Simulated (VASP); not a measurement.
# P (Cmce) in VASP: further runs

Runs on P. Level: PBEsol. Tasks: single point, relaxation of cell and atoms.

All numbers are computed with VASP 6.6.1; they aren't measurements. Logs are shortened: lines on timing, memory, paths and dates and some standing lists are left out, and cuts for length are marked.

## 1. The cell of the first run

The structure is orthorhombic, space group Cmce (No. 64). Conventional cell: a = 3.317 Å, b = 10.291 Å, c = 4.197 Å, α = 90.00°, β = 90.00°, γ = 90.00°. Within 2.9 Å of P (site symmetry m) lie 3 P at 2.23 to 2.25 Å.

## 2. Single point, PBEsol

Input file INCAR:

```
  PREC = Accurate
  ENCUT = 520
  EDIFF = 1E-6
  ISMEAR = 0
  SIGMA = 0.1
  LREAL = F
  LASPH = T
  NELM = 80
  ALGO = Normal
  ISIF = 2
  LWAVE = F
  LCHARG = F
  GGA = PS
  NBANDS = 30
```

Input file KPOINTS:

```
Automatic mesh
0
Gamma
  6 6 6
```

Input file POSCAR:

```
P
1.0
    3.3174136595      0.0000000000     -4.1971738533
    3.3174136595      0.0000000000      4.1971738533
   -1.6587068297     -5.1453554183      0.0000000000
P
8
Direct
    0.5890783152      0.5162042054      0.2105650412
    0.0890783152      0.0162042054      0.2105650412
    0.0162042054      0.5890783152      0.2105650412
    0.5162042054      0.0890783152      0.2105650412
    0.4109216848      0.4837957946      0.7894349588
    0.9109216848      0.9837957946      0.7894349588
    0.9837957946      0.4109216848      0.7894349588
    0.4837957946      0.9109216848      0.7894349588
```

Potentials or basis: VASP PAW PBE potentials, release 64 (P).

The run is started by

```bash
$ cat potpaw_PBE.64/P/POTCAR > POTCAR
$ mpirun -np 1 vasp_std > vasp.out
```

OUTCAR:

```text
PREC = Accurate
   ENCUT = 520
   EDIFF = 1E-6
   ISMEAR = 0
   LREAL = F
   LASPH = T
   NELM = 80
   ISIF = 2
   GGA = PS

 ion  position               nearest neighbor table
   1  0.589  0.516  0.211-   3 2.23   4 2.23   5 2.25
   2  0.089  0.016  0.211-   3 2.23   4 2.23   6 2.25
   3  0.016  0.589  0.211-   1 2.23   2 2.23   7 2.25
   4  0.516  0.089  0.211-   1 2.23   2 2.23   8 2.25
   5  0.411  0.484  0.789-   7 2.23   8 2.23   1 2.25
   6  0.911  0.984  0.789-   7 2.23   8 2.23   2 2.25
   7  0.984  0.411  0.789-   5 2.23   6 2.23   3 2.25
   8  0.484  0.911  0.789-   5 2.23   6 2.23   4 2.25

  LATTYP: Found a base centered monoclinic cell.
 ALAT       =     6.6348273190
 B/A-ratio  =     1.2651946016
 C/A-ratio  =     0.8148074606
 COS(beta)  =    -0.3068209511

  Lattice vectors:

 A1 = (   3.3174136595,   0.0000000000,  -4.1971738533)
 A2 = (   3.3174136595,   0.0000000000,   4.1971738533)
 A3 = (  -1.6587068297,  -5.1453554183,   0.0000000000)

Analysis of symmetry for initial positions (statically):
=====================================================================
 Subroutine PRICEL returns following result:

  LATTYP: Found a base centered orthorhombic cell.
 ALAT       =     3.3174136595
 B/A-ratio  =     3.1020282343
 C/A-ratio  =     1.2651946016

  Lattice vectors:

 A1 = (  -1.6587068298,   5.1453554183,   0.0000000000)
 A2 = (  -1.6587068297,  -5.1453554183,   0.0000000000)
 A3 = (   0.0000000000,   0.0000000000,   4.1971738533)

   2 primitive cells build up your supercell.

 Routine SETGRP: Setting up the symmetry group for a
 base centered monoclinic supercell.

 Subroutine GETGRP returns: Found  4 space group operations
 (whereof  2 operations were pure point group operations)
 out of a pool of  4 trial point group operations.

The static configuration has the point symmetry S_2 .
 The point group associated with its full space group is C_2h.

Analysis of symmetry for dynamics (positions and initial velocities):
=====================================================================
 Subroutine PRICEL returns following result:

  LATTYP: Found a base centered orthorhombic cell.
 ALAT       =     3.3174136595
 B/A-ratio  =     3.1020282343
 C/A-ratio  =     1.2651946016

  Lattice vectors:

 A1 = (  -1.6587068298,   5.1453554183,   0.0000000000)
 A2 = (  -1.6587068297,  -5.1453554183,   0.0000000000)
 A3 = (   0.0000000000,   0.0000000000,   4.1971738533)

   2 primitive cells build up your supercell.

 Routine SETGRP: Setting up the symmetry group for a
 base centered monoclinic supercell.

 Subroutine GETGRP returns: Found  4 space group operations
 (whereof  2 operations were pure point group operations)
 out of a pool of  4 trial point group operations.

The dynamic configuration has the point symmetry S_2 .
 The point group associated with its full space group is C_2h.

 Subroutine INISYM returns: Found  4 space group operations
 (whereof  2 operations are pure point group operations),
 and found     2 'primitive' translations

----------------------------------------------------------------------------------------

                                     Primitive cell

  volume of cell :      71.6427

  direct lattice vectors                    reciprocal lattice vectors
    -1.658706830  5.145355418  0.000000000    -0.301439646  0.097175017  0.000000000
    -1.658706830 -5.145355418  0.000000000    -0.301439646 -0.097175017  0.000000000
     0.000000000  0.000000000  4.197173853     0.000000000  0.000000000  0.238255558

  length of vectors
     5.406106800  5.406106799  4.197173853     0.316715715  0.316715715  0.238255558

  position of ions in fractional coordinates (direct lattice)
     0.894717479  0.105282521  0.927125890
     0.394717479  0.605282521  0.572874110
     0.105282521  0.894717479  0.072874110
     0.605282521  0.394717479  0.427125890

  ion indices of the primitive-cell ions
   primitive index   ion index
                 1           1
                 2           3
                 3           5
                 4           7

----------------------------------------------------------------------------------------

 KPOINTS: Automatic mesh

Automatic generation of k-mesh.
 Grid dimensions read from file:
 generate k-points for:    6    6    6

 Generating k-lattice:

  Cartesian coordinates                     Fractional coordinates (reciprocal lattice)
     0.025119971 -0.008097918 -0.019854630     0.166666667  0.000000000  0.000000000
     0.025119971 -0.008097918  0.019854630     0.000000000  0.166666667  0.000000000
     0.000000000 -0.032391672  0.000000000     0.000000000  0.000000000  0.166666667

  Length of vectors
     0.033027194  0.033027194  0.032391672

  Shift w.r.t. Gamma in fractional coordinates (k-lattice)
     0.000000000  0.000000000  0.000000000

 Subroutine IBZKPT returns following result:
 ===========================================

 Found     68 irreducible k-points:

 Following reciprocal coordinates:
            Coordinates               Weight
  0.000000  0.000000  0.000000      1.000000
  0.166667  0.000000  0.000000      4.000000
  0.333333  0.000000  0.000000      4.000000
  0.500000  0.000000 -0.000000      2.000000
  0.166667  0.166667  0.000000      2.000000
  0.333333  0.166667  0.000000      4.000000
[... 16 lines left out ...]
 -0.333333  0.166667  0.166667      4.000000
 -0.166667  0.166667  0.166667      4.000000
 [... further k-points ...]
   k-points           NKPTS =     68   k-points in BZ     NKDIM =     68   number of bands    NBANDS=     30
   number of dos      NEDOS =    301   number of ions     NIONS =      8
   total plane-waves  NPLWV =  64000
   dimension x,y,z NGX =    40 NGY =   40 NGZ =   40
   dimension x,y,z NGXF=    80 NGYF=   80 NGZF=   80
   ions per type =               8
   NGX,Y,Z   is equivalent  to a cutoff of  12.43, 12.43, 12.30 a.u.
   NGXF,Y,Z  is equivalent  to a cutoff of  24.86, 24.86, 24.60 a.u.
 SYSTEM =  unknown system
   PREC   = accura    normal or accurate (medium, high low for compatibility)
   ISTART =      0    job   : 0-new  1-cont  2-samecut
   ICHARG =      2    charge: 1-file 2-atom 10-const
   ISPIN  =      1    spin polarized calculation?
   LNONCOLLINEAR =      F non collinear calculations
   LSORBIT =      F    spin-orbit coupling
   LASPH  =      T    aspherical Exc in radial PAW
   ENCUT  =  520.0 eV  38.22 Ry    6.18 a.u.   9.95  9.95 10.05*2*pi/ulx,y,z
   NELM   =     80;   NELMIN=  2; NELMDL= -5     # of ELM steps
   EDIFF  = 0.1E-05   stopping-criterion for ELM
   LREAL  =      F    real-space projection
[... 7 lines left out ...]
   TEBEG  =    0.0;   TEEND  =   0.0 temperature during run
   PSTRESS=    0.0 pullay stress
   NELECT =      40.0000    total number of electrons
   NUPDOWN=      -1.0000    fix difference up-down
   EMIN   =  10.00;   EMAX   =-10.00  energy-range for DOS
   EFERMI =   0.00;   METHOD = LEGACY
   ISMEAR =     0;   SIGMA  =   0.10  broadening in eV -4-tet -1-fermi 0-gaus
   EFERMI_NEDOS =   21; number of points for ismear=-14 and -15
   IALGO  =     38    algorithm
   IMIX   =      4    mixing-type and parameters
     AMIX     =   0.40;   BMIX     =  1.00
     AMIX_MAG =   1.60;   BMIX_MAG =  1.00
  volume/ion in A,a.u.               =      17.91       120.87
  Fermi-wavevector in a.u.,A,eV,Ry     =   1.069943  2.021900 15.575665  1.144779
  Thomas-Fermi vector in A             =   2.205638
   LORBIT       =      0    0 simple, 1 ext, 2 COOP (PROOUT), +10 PAW based schemes
   GGA     = PS    functional components
   LHFCALC =     F    Hartree Fock is set to
   AEXX    =    0.0000 exact exchange contribution
   IVDW    =     0    specifies the selected vdW correction
   LEPSILON=     F    determine dielectric tensor
   LRPA    =     F    only Hartree local field effects (RPA)
 non-spin polarized calculation
 Gauss-broadening in eV      SIGMA  =   0.10
  energy-cutoff  :      520.00
  volume of cell :      143.29
 maximum number of plane-waves:      3882
   NGX = 19   NGY = 19   NGZ = 21

 number of electron      40.0000001 magnetization

 Free energy of the ion-electron system (eV)
  ---------------------------------------------------
  ext. energy  EPLUGINS =         0.00000000
  ---------------------------------------------------
  free energy    TOTEN  =       -46.10089660 eV

  energy without entropy =      -46.09926447  energy(sigma->0) =      -46.10008053

 E-fermi :   7.1110     XC(G=0): -10.3197

 val. band max:        6.9943636194   @ k =   0.1667   0.0000   0.3333
 cond. band min:       7.1123543709   @ k =   0.3333   0.3333   0.1667
 fundamental gap:      0.1179907515
 Fermi energy:         7.1110197513

 k-point     1 :       0.0000    0.0000    0.0000
  band No.  band energies     occupation
      1      -8.7921      2.00000
      2      -5.4981      2.00000
      3      -5.1872      2.00000
      4      -5.1872      2.00000
      5      -3.1266      2.00000
      6      -3.1266      2.00000
[... 22 lines left out ...]
     29      12.6336      0.00000
     30      13.3009      0.00000

 k-point     2 :       0.1667    0.0000    0.0000
  band No.  band energies     occupation
      1      -8.6586      2.00000
      2      -5.7900      2.00000
      3      -5.4714      2.00000
      4      -5.2080      2.00000
      5      -3.0473      2.00000
      6      -2.4712      2.00000
[... 22 lines left out ...]
     29      11.7423      0.00000
     30      12.5728      0.00000

 k-point     3 :       0.3333    0.0000    0.0000
  band No.  band energies     occupation
      1      -8.2623      2.00000
      2      -6.7598      2.00000
      3      -5.4038      2.00000
      4      -5.2580      2.00000
      5      -2.8807      2.00000
      6      -2.4532      2.00000
[... 22 lines left out ...]
     29      11.0875      0.00000
     30      11.9839      0.00000

 k-point     4 :       0.5000    0.0000   -0.0000
  band No.  band energies     occupation
      1      -7.6177      2.00000
      2      -7.6177      2.00000
      3      -5.3250      2.00000
      4      -5.3250      2.00000
      5      -2.7003      2.00000
      6      -2.7003      2.00000
[... 22 lines left out ...]
     29      11.9023      0.00000
     30      11.9023      0.00000

 k-point     5 :       0.1667    0.1667    0.0000
  band No.  band energies     occupation
      1      -8.4414      2.00000
      2      -6.0420      2.00000
      3      -6.0420      2.00000
      4      -5.2149      2.00000
      5      -2.3358      2.00000
      6      -2.0982      2.00000
[... 22 lines left out ...]
     29      11.1376      0.00000
     30      11.3719      0.00000
[... 526 lines left out ...]
     29      11.8657      0.00000
     30      11.9700      0.00000

 k-point    22 :       0.5000    0.1667    0.1667
  band No.  band energies     occupation
      1      -7.7422      2.00000
      2      -7.0961      2.00000
      3      -6.0513      2.00000
      4      -4.8788      2.00000
      5      -3.6982      2.00000
      6      -2.3167      2.00000
[... 22 lines left out ...]
     29      10.8845      0.00000
     30      11.1955      0.00000

 k-point    23 :      -0.3333    0.1667    0.1667
  band No.  band energies     occupation
      1      -8.2678      2.00000
      2      -6.1911      2.00000
      3      -5.9308      2.00000
      4      -4.9349      2.00000
      5      -3.7659      2.00000
      6      -2.4980      2.00000
[... 22 lines left out ...]
     29      10.1620      0.00000
     30      10.6789      0.00000

 k-point    24 :      -0.1667    0.1667    0.1667
  band No.  band energies     occupation
      1      -8.5436      2.00000
      2      -5.8354      2.00000
      3      -5.4407      2.00000
      4      -5.2908      2.00000
      5      -3.1447      2.00000
      6      -2.8788      2.00000
[... 22 lines left out ...]
     29      11.6166      0.00000
     30      11.8062      0.00000

 [... further k-points ...]
[... 5 lines left out ...]
  --------------------------------------------------------------------------------------
  -------------------------------------------------------------------------------------
  Total       -0.0841053     -0.1620865     -0.0146768     -0.0159507      0.0000000      0.0000000
  in kB       -0.9404416     -1.8124060     -0.1641118     -0.1783567      0.0000000      0.0000000
  external PRESSURE =      -0.9723198 kB  Pullay stress =       0.0000000 kB

 VOLUME and BASIS-vectors are now :
 -----------------------------------------------------------------------------
  energy-cutoff  :      520.00
  volume of cell :      143.29
      direct lattice vectors                 reciprocal lattice vectors
     3.317413660  0.000000000 -4.197173853     0.150719823 -0.048587508 -0.119127779
     3.317413660  0.000000000  4.197173853     0.150719823 -0.048587508  0.119127779
    -1.658706830 -5.145355418  0.000000000     0.000000000 -0.194350034  0.000000000

 POSITION                                       TOTAL-FORCE (eV/Angst)
 -----------------------------------------------------------------------------------
      3.31741     -1.08343     -0.30587         0.000029      0.023413     -0.021210
      0.00000     -1.08343     -0.30587         0.000029      0.023413     -0.021210
      1.65871     -1.08343      2.40445         0.000029      0.023413      0.021210
      1.65871     -1.08343     -1.79272         0.000029      0.023413      0.021210
      1.65871     -4.06192      0.30587        -0.000029     -0.023413      0.021210
      4.97612     -4.06192      0.30587        -0.000029     -0.023413      0.021210
      3.31741     -4.06192     -2.40445        -0.000029     -0.023413     -0.021210
      3.31741     -4.06192      1.79272        -0.000029     -0.023413     -0.021210
 -----------------------------------------------------------------------------------
    total drift:                                0.000000      0.000000     -0.000000

  FREE ENERGIE OF THE ION-ELECTRON SYSTEM (eV)
  ---------------------------------------------------
  free  energy   TOTEN  =       -46.1008965965 eV

  energy  without entropy=      -46.0992644681  energy(sigma->0) =      -46.10008053
```

Wall time 78 s (1 thread of Intel Xeon 6975P-C (Granite Rapids), shared host); peak memory 0.35 GiB.

What came out:

- Free energy: -46.1009 eV
- Pressure: -0.1 GPa
- Largest force: 0.032 eV/Å
- Band gap on the k mesh: zero (bands 20 and 21 overlap by 0.08 eV)

Forces on the atoms (eV/Å):
```
P    0.000  0.023 -0.021
P    0.000  0.023 -0.021
P    0.000  0.023  0.021
P    0.000  0.023  0.021
P    0.000 -0.023  0.021
P    0.000 -0.023  0.021
P    0.000 -0.023 -0.021
P    0.000 -0.023 -0.021
```

Levels at points of the mesh, in eV from the Fermi level:
| k point | band 17 | band 18 | band 19 | band 20 | band 21 | band 22 | band 23 | band 24 |
| --- | --- | --- | --- | --- | --- | --- | --- | --- |
| (0.00, 0.00, 0.00) | -2.52 | -2.03 | -2.03 | -1.29 | 1.00 | 1.24 | 1.62 | 1.62 |
| (0.50, 0.00, 0.00) | -2.42 | -2.42 | -1.91 | -1.91 | 1.15 | 1.15 | 2.18 | 2.18 |
| (0.50, 0.50, 0.00) | -2.60 | -2.60 | -0.85 | -0.85 | 0.84 | 0.84 | 1.07 | 1.07 |
| (0.00, 0.00, 0.50) | -2.03 | -2.03 | -1.78 | -0.35 | 0.55 | 0.66 | 1.62 | 1.62 |
| (0.50, 0.00, 0.50) | -1.98 | -1.98 | -1.05 | -1.05 | 1.11 | 1.11 | 1.83 | 1.83 |
| (0.50, 0.50, 0.50) | -2.41 | -2.41 | -1.23 | -1.23 | 0.84 | 0.84 | 1.07 | 1.07 |

Caveat: the PAW data sets were made with another functional, which shifts forces and pressure a little; this functional lacks dispersion, which binds layers or chains, so the pressure and a relaxed spacing across them are unreliable.

## 3. Relaxation of cell and atoms, PBEsol

Input file INCAR:

```
  ALGO = Normal
  EDIFF = 1E-6
  EDIFFG = -0.015
  ENCUT = 600
  GGA = PS
  IBRION = 2
  ISIF = 3
  ISMEAR = 0
  LASPH = True
  LCHARG = False
  LREAL = False
  LWAVE = False
  NELM = 80
  NSW = 80
  PREC = Accurate
  SIGMA = 0.1
```

Input file KPOINTS:

```
k-points
0
Gamma
  6 6 6
```

POSCAR is that of step 2.

Potentials or basis: VASP PAW PBE potentials, release 64 (P).

The run is started by

```bash
$ cat potpaw_PBE.64/P/POTCAR > POTCAR
$ mpirun -np 1 vasp_std > vasp.out
```

Wall time 3.9 min (1 thread of Intel Xeon 6975P-C (Granite Rapids), shared host); peak memory 0.45 GiB.

It converged, with:

| Item | Value |
| --- | --- |
| Free energy | -46.1021 eV |
| Energy gained by relaxing | 0.0 meV/atom |
| Ionic steps | 4 |
| Pressure after relaxing | 0.1 GPa |
| Largest force after relaxing | 0.006 eV/Å |
| Band gap on the k mesh | zero (bands 20 and 21 overlap by 0.08 eV) |

Forces on the atoms (eV/Å):
```
P   -0.001  0.001 -0.005
P   -0.001  0.001 -0.005
P   -0.001  0.001  0.005
P   -0.001  0.001  0.005
P    0.001 -0.001  0.005
P    0.001 -0.001  0.005
P    0.001 -0.001 -0.005
P    0.001 -0.001 -0.005
```

Stress tensor (GPa, compression positive):
```
-0.01  0.00  0.00
 0.00  0.09  0.00
 0.00  0.00  0.13
```

The path:
```csv
step,energy change (eV),largest force (eV/Å),pressure (GPa),volume (Å³)
1,0.0000,0.0324,-0.09,143.29
2,-0.0002,0.0067,0.16,143.09
3,-0.0002,0.0075,0.09,143.14
4,-0.0004,0.0056,0.07,143.28
```

Final structure:
```cif
data_structure
_symmetry_space_group_name_H-M 'P 1'
_symmetry_Int_Tables_number 1
_cell_length_a 5.3519
_cell_length_b 5.3519
_cell_length_c 5.4029
_cell_angle_alpha 100.955
_cell_angle_beta 100.955
_cell_angle_gamma 103.410
_cell_volume 143.28
loop_
_atom_site_label
_atom_site_type_symbol
_atom_site_fract_x
_atom_site_fract_y
_atom_site_fract_z
_atom_site_occupancy
P1 P 0.58918 0.51597 0.21032 1
P2 P 0.08918 0.01597 0.21032 1
P3 P 0.01597 0.58918 0.21032 1
P4 P 0.51597 0.08918 0.21032 1
P5 P 0.41082 0.48403 0.78969 1
P6 P 0.91082 0.98403 0.78968 1
P7 P 0.98403 0.41082 0.78968 1
P8 P 0.48403 0.91082 0.78968 1
```

Levels at points of the mesh, in eV from the Fermi level:
```tsv
k point	band 17	band 18	band 19	band 20	band 21	band 22	band 23	band 24
(0.00, 0.00, 0.00)	-2.53	-2.03	-2.03	-1.30	1.00	1.23	1.62	1.62
(0.50, 0.00, 0.00)	-2.42	-2.42	-1.92	-1.92	1.15	1.15	2.18	2.18
(0.50, 0.50, 0.00)	-2.61	-2.61	-0.87	-0.87	0.85	0.85	1.07	1.07
(0.00, 0.00, 0.50)	-2.02	-2.02	-1.77	-0.33	0.55	0.64	1.63	1.63
(0.50, 0.00, 0.50)	-1.98	-1.98	-1.05	-1.05	1.12	1.12	1.84	1.84
(0.50, 0.50, 0.50)	-2.41	-2.41	-1.24	-1.24	0.84	0.84	1.07	1.07
```

Caveat: the PAW data sets were made with another functional, which shifts forces and pressure a little; this functional lacks dispersion, which binds layers or chains, so the pressure and a relaxed spacing across them are unreliable.

The gap in the log of VASP goes by the Fermi energy; the results here count the filled bands.